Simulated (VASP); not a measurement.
# MgO2 (R-3m) in VASP: further runs, part 2 of 2

VASP 6.6.1. The steps go on from the part before.

### Step 3. Single point, PBEsol

File INCAR:

```
PREC = Accurate
ENCUT = 520
EDIFF = 1E-6
ISMEAR = 0
SIGMA = 0.02
LREAL = F
LASPH = T
NELM = 100
ALGO = Normal
ISIF = 2
LWAVE = F
LCHARG = F
GGA = PS
NBANDS = 14
```

File KPOINTS:

```
Automatic mesh
0
Gamma
  12 12 12
```

File POSCAR:

```
MgO2
1.0
    1.5838234691      0.9144209062      3.4573706184
   -1.5838234691      0.9144209062      3.4573706184
    0.0000000000     -1.8288418125      3.4573706184
Mg O
1 2
Direct
    0.0000000000      0.0000000000      0.0000000000
    0.4291433726      0.4291433726      0.4291433726
    0.5708566274      0.5708566274      0.5708566274
```

Potentials or basis: VASP PAW PBE potentials, release 64 (Mg, O).

Command:

```sh
$ cat potpaw_PBE.64/Mg/POTCAR potpaw_PBE.64/O/POTCAR > POTCAR
$ mpirun -np 1 vasp_std > vasp.out
```

OUTCAR:

```text
PREC = Accurate
   ENCUT = 520
   EDIFF = 1E-6
   ISMEAR = 0
   LREAL = F
   LASPH = T
   NELM = 100
   ISIF = 2
   GGA = PS

 ion  position               nearest neighbor table
   1  0.000  0.000  0.000-   3 2.08   2 2.08   3 2.08   3 2.08   2 2.08   2 2.08
   2  0.429  0.429  0.429-   3 1.47   1 2.08   1 2.08   1 2.08
   3  0.571  0.571  0.571-   2 1.47   1 2.08   1 2.08   1 2.08

  LATTYP: Found a trigonal (rhomboedric) cell.
 ALAT       =     3.9112752355
 COS(alpha) =     0.6720506403

  Lattice vectors:

 A1 = (   1.5838234691,   0.9144209062,   3.4573706184)
 A2 = (  -1.5838234691,   0.9144209062,   3.4573706184)
 A3 = (   0.0000000000,  -1.8288418125,   3.4573706184)

Analysis of symmetry for initial positions (statically):
=====================================================================
 Subroutine PRICEL returns:
 Original cell was already a primitive cell.

 Routine SETGRP: Setting up the symmetry group for a
 trigonal (rhombohedral) supercell.

 Subroutine GETGRP returns: Found 12 space group operations
 (whereof 12 operations were pure point group operations)
 out of a pool of 12 trial point group operations.

The static configuration has the point symmetry D_3d.

Analysis of symmetry for dynamics (positions and initial velocities):
=====================================================================
 Subroutine PRICEL returns:
 Original cell was already a primitive cell.

 Routine SETGRP: Setting up the symmetry group for a
 trigonal (rhombohedral) supercell.

 Subroutine GETGRP returns: Found 12 space group operations
 (whereof 12 operations were pure point group operations)
 out of a pool of 12 trial point group operations.

The dynamic configuration has the point symmetry D_3d.

 Subroutine INISYM returns: Found 12 space group operations
 (whereof 12 operations are pure point group operations),
 and found     1 'primitive' translations

[... 122 lines left out ...]
   LHFCALC =     F    Hartree Fock is set to
   AEXX    =    0.0000 exact exchange contribution
   IVDW    =     0    specifies the selected vdW correction
   LEPSILON=     F    determine dielectric tensor
   LRPA    =     F    only Hartree local field effects (RPA)
 non-spin polarized calculation
 Gauss-broadening in eV      SIGMA  =   0.02
  energy-cutoff  :      520.00
  volume of cell :       30.04
 maximum number of plane-waves:       826
 NGX is ok and might be reduce to    30
   NGX = 15   NGY = 15   NGZ = 15

 number of electron      14.0000002 magnetization

 Free energy of the ion-electron system (eV)
  ---------------------------------------------------
  ext. energy  EPLUGINS =         0.00000000
  ---------------------------------------------------
  free energy    TOTEN  =       -17.22253066 eV

  energy without entropy =      -17.22253066  energy(sigma->0) =      -17.22253066

 E-fermi :   3.0773     XC(G=0): -10.6189

 val. band max:        2.9432469611   @ k =   0.5000   0.5000   0.5000
 cond. band min:       5.3919010804   @ k =   0.5000   0.5000   0.5000
 fundamental gap:      2.4486541193
 Fermi energy:         3.0773387600

 k-point     1 :       0.0000    0.0000    0.0000
  band No.  band energies     occupation
      1     -18.7247      2.00000
      2     -11.5438      2.00000
      3      -5.0765      2.00000
      4      -0.5704      2.00000
      5      -0.5704      2.00000
      6       2.0885      2.00000
      7       2.0885      2.00000
      8       7.5402      0.00000
      9       7.9743      0.00000
     10      15.1958      0.00000
     11      16.9246      0.00000
     12      17.7376      0.00000
     13      17.7376      0.00000
     14      19.7418      0.00000
[... 377 lines left out ...]
      1     -18.1499      2.00000
      2     -11.9247      2.00000
      3      -4.0133      2.00000
      4      -3.0360      2.00000
      5      -1.3619      2.00000
      6       1.4155      2.00000
      7       1.7089      2.00000
      8       7.2681      0.00000
      9      12.2513      0.00000
     10      13.3252      0.00000
     11      15.6662      0.00000
     12      17.3742      0.00000
     13      17.6210      0.00000
     14      20.3721      0.00000

 [... further k-points ...]
[... 5 lines left out ...]
  --------------------------------------------------------------------------------------
  -------------------------------------------------------------------------------------
  Total       -0.1328683     -0.1328683      0.2031136      0.0000000     -0.0000000     -0.0000000
  in kB       -7.0856838     -7.0856838     10.8317713      0.0000000     -0.0000000     -0.0000000
  external PRESSURE =      -1.1131988 kB  Pullay stress =       0.0000000 kB

 VOLUME and BASIS-vectors are now :
 -----------------------------------------------------------------------------
  energy-cutoff  :      520.00
  volume of cell :       30.04
      direct lattice vectors                 reciprocal lattice vectors
     1.583823469  0.914420906  3.457370618     0.315691748  0.182264716  0.096412381
    -1.583823469  0.914420906  3.457370618    -0.315691748  0.182264716  0.096412381
     0.000000000 -1.828841813  3.457370618     0.000000000 -0.364529432  0.096412381

 POSITION                                       TOTAL-FORCE (eV/Angst)
 -----------------------------------------------------------------------------------
      0.00000      0.00000      0.00000         0.000000     -0.000000     -0.000000
      0.00000     -0.00000      4.45112         0.000000      0.000000     -0.204926
      0.00000     -0.00000      5.92099         0.000000     -0.000000      0.204926
 -----------------------------------------------------------------------------------
    total drift:                                0.000000      0.000000      0.000000

  FREE ENERGIE OF THE ION-ELECTRON SYSTEM (eV)
  ---------------------------------------------------
  free  energy   TOTEN  =       -17.2225306582 eV

  energy  without entropy=      -17.2225306582  energy(sigma->0) =      -17.22253066
```

OSZICAR:

```text
N       E                     dE             d eps       ncg     rms          rms(c)
DAV:   1     0.439410907913E+02    0.43941E+02   -0.76989E+03  5924   0.917E+02
DAV:   2    -0.164212885308E+02   -0.60362E+02   -0.56239E+02  6866   0.195E+02
DAV:   3    -0.185217145852E+02   -0.21004E+01   -0.20952E+01  6090   0.346E+01
DAV:   4    -0.185295594655E+02   -0.78449E-02   -0.78447E-02  6456   0.241E+00
DAV:   5    -0.185295986342E+02   -0.39169E-04   -0.39169E-04  6186   0.160E-01    0.811E+00
DAV:   6    -0.173592843358E+02    0.11703E+01   -0.17037E+00  5598   0.111E+01    0.356E+00
DAV:   7    -0.172324231105E+02    0.12686E+00   -0.19234E-01  5856   0.380E+00    0.164E+00
DAV:   8    -0.172218634032E+02    0.10560E-01   -0.52932E-02  5496   0.215E+00    0.242E-01
DAV:   9    -0.172224668910E+02   -0.60349E-03   -0.10233E-02  5934   0.740E-01    0.965E-02
DAV:  10    -0.172224914488E+02   -0.24558E-04   -0.49375E-04  5898   0.209E-01    0.351E-02
DAV:  11    -0.172225284358E+02   -0.36987E-04   -0.59539E-05  5598   0.635E-02    0.917E-03
DAV:  12    -0.172225304510E+02   -0.20151E-05   -0.48486E-06  6396   0.175E-02    0.241E-03
DAV:  13    -0.172225306582E+02   -0.20726E-06   -0.25592E-07  4088   0.473E-03
   1 F= -.17222531E+02 E0= -.17222531E+02  d E =-.393598E-24
```

stdout:

```text
POSCAR found type information on POSCAR MgO
 POSCAR found :  2 types and       3 ions
 scaLAPACK will be used
 -----------------------------------------------------------------------------
|                                                                             |
|                                                                             |
|     You enforced a specific xc type in the INCAR file but a different       |
|     I HOPE YOU KNOW WHAT YOU ARE DOING!                                     |
|                                                                             |
 -----------------------------------------------------------------------------

 LDA part: xc-table for (Slater+PW92), standard interpolation
 POSCAR, INCAR and KPOINTS ok, starting setup
 FFT: planning ... GRIDC
 FFT: planning ... GRID_SOFT
 FFT: planning ... GRID
 WAVECAR not read
 entering main loop
```

Run time: 41 s. Hardware: 1 thread of Intel Xeon 6975P-C (Granite Rapids), shared host; peak memory 0.22 GiB.

Results:

| Quantity | Value |
| --- | --- |
| Free energy | -17.2225 eV |
| Pressure | -0.1 GPa |
| Largest force | 0.205 eV/Å |
| Band gap on the k mesh | 2.45 eV, direct |

Forces on the atoms (eV/Å):
```
Mg   0.000  0.000  0.000
O    0.000  0.000 -0.205
O    0.000  0.000  0.205
```

Caveat: the PAW data sets were made with another functional, which shifts forces and pressure a little.

### Step 4. Single point, PBEsol (volume scaled by 1.03, then relaxed in part)

File INCAR:

```
PREC = Accurate ; ENCUT = 520
EDIFF = 1E-6 ; ISMEAR = 0
SIGMA = 0.02 ; LREAL = False
LASPH = True ; NELM = 80
ALGO = Normal ; ISIF = 2
LWAVE = False ; LCHARG = False
GGA = PS ; NBANDS = 14
```

KPOINTS is that of step 3.

File POSCAR:

```
MgO2
1.0
    1.6025863695      0.9252536718      3.4781941519
   -1.6025863695      0.9252536718      3.4781941519
    0.0000000000     -1.8505073437      3.4781941518
Mg O
1 2
Direct
    0.0000000000      0.0000000000      0.0000000000
    0.4291822502      0.4291822502      0.4291822502
    0.5708177498      0.5708177498      0.5708177498
```

Command:

```sh
$ cat potpaw_PBE.64/Mg/POTCAR potpaw_PBE.64/O/POTCAR > POTCAR
$ mpirun -np 1 vasp_std > vasp.out
```

It took 40 s on 1 thread of Intel Xeon 6975P-C (Granite Rapids), shared host; peak memory 0.22 GiB.

The run converged. Its results:

```
Free energy            : -17.2117 eV
Pressure               : -3.7 GPa
Largest force          : 0.198 eV/Å
Band gap on the k mesh : 2.36 eV, direct
```

Forces on the atoms (eV/Å):
```
Mg   0.000  0.000  0.000
O    0.000  0.000 -0.198
O    0.000  0.000  0.198
```

Stress tensor (GPa, compression positive):
```
-4.26  0.00  0.00
 0.00 -4.26  0.00
 0.00  0.00 -2.58
```

Levels at points of the mesh, in eV from the valence-band top:
| k point | band 3 | band 4 | band 5 | band 6 | band 7 | band 8 | band 9 | band 10 | band 11 | band 12 |
| --- | --- | --- | --- | --- | --- | --- | --- | --- | --- | --- |
| (0.00, 0.00, 0.00) | -7.84 | -3.45 | -3.45 | -0.82 | -0.82 | 4.43 | 4.95 | 12.04 | 13.77 | 14.61 |
| (0.50, 0.00, 0.00) | -6.81 | -6.19 | -3.79 | -1.28 | -1.14 | 4.27 | 8.44 | 10.08 | 12.44 | 13.93 |
| (0.50, 0.50, 0.00) | -6.15 | -5.52 | -4.47 | -2.19 | -0.13 | 3.61 | 7.62 | 10.87 | 12.25 | 12.68 |
| (0.50, 0.50, 0.50) | -5.04 | -3.97 | -3.97 | 0.00 | 0.00 | 2.36 | 4.78 | 9.35 | 14.01 | 14.01 |

Caveat: the PAW data sets were made with another functional, which shifts forces and pressure a little. A k mesh can miss the band edges.

### Step 5. Single point, PBEsol (volume scaled by 1.06, then relaxed in part)

File INCAR:

```
SYSTEM = MgO2
ALGO = Normal
EDIFF = 1E-7
ENCUT = 520
GGA = PS
ISIF = 2
ISMEAR = 0
LASPH = .True.
LCHARG = .False.
LREAL = .False.
LWAVE = .False.
NBANDS = 14
NELM = 80
PREC = Accurate
SIGMA = 0.02
```

File KPOINTS:

```
k-points
0
Gamma
  12 12 12
  0 0 0
```

File POSCAR:

```
MgO2
1.0
    1.6209301580      0.9358444630      3.4989420143
   -1.6209301580      0.9358444630      3.4989420143
    0.0000000000     -1.8716889261      3.4989420143
Mg O
1 2
Direct
    0.0000000000      0.0000000000      0.0000000000
    0.4292456653      0.4292456653      0.4292456653
    0.5707543347      0.5707543347      0.5707543347
```

Command:

```sh
$ cat potpaw_PBE.64/Mg/POTCAR potpaw_PBE.64/O/POTCAR > POTCAR
$ mpirun -np 1 vasp_std > vasp.out
```

Run time: 42 s. Hardware: 1 thread of Intel Xeon 6975P-C (Granite Rapids), shared host; peak memory 0.22 GiB.

The run converged. Its results:

* Free energy: -17.1821 eV
* Pressure: -6.8 GPa
* Largest force: 0.192 eV/Å
* Band gap on the k mesh: 2.27 eV, direct

Forces in eV/Å, atoms in the order of the input:
```
Mg   0.000  0.000  0.000
O    0.000  0.000 -0.192
O    0.000  0.000  0.192
```

Stress tensor (GPa, compression positive):
```
-7.32  0.00  0.00
 0.00 -7.32  0.00
 0.00  0.00 -5.72
```

Levels at points of the mesh, in eV from the valence-band top:
```csv
k point,band 5,band 6,band 7,band 8,band 9,band 10
"(0.00, 0.00, 0.00)",-3.40,-0.79,-0.79,4.27,4.88,11.83
"(0.50, 0.00, 0.00)",-3.72,-1.24,-1.08,4.21,8.29,9.77
"(0.50, 0.50, 0.00)",-4.38,-2.13,-0.11,3.54,7.51,10.63
"(0.50, 0.50, 0.50)",-3.90,0.00,0.00,2.27,4.70,9.08
```

Caveat: the PAW data sets were made with another functional, which shifts forces and pressure a little.

### Step 6. Summary

| cell | gap on the mesh (eV) | pressure (GPa) | largest force (eV/Å) |
| --- | --- | --- | --- |
| a = 3.911 Å, angles 47.8°, 3 atoms | 2.45 | -0.1 | 0.20 |
| a = 3.940 Å, angles 48.0°, 3 atoms | 2.36 | -3.7 | 0.20 |
| a = 3.968 Å, angles 48.2°, 3 atoms | 2.27 | -6.8 | 0.19 |

Alike in all rows: task single point; level PBEsol; potentials or basis VASP PAW PBE potentials, release 64 (Mg, O); no spin polarisation; k mesh 12 × 12 × 12; cutoff (eV) 520; smearing gaussian 0.02 eV.

Caveats: the PAW data sets were made with another functional, which shifts forces and pressure a little.

Absolute energies hang on the potentials; compare differences alone.
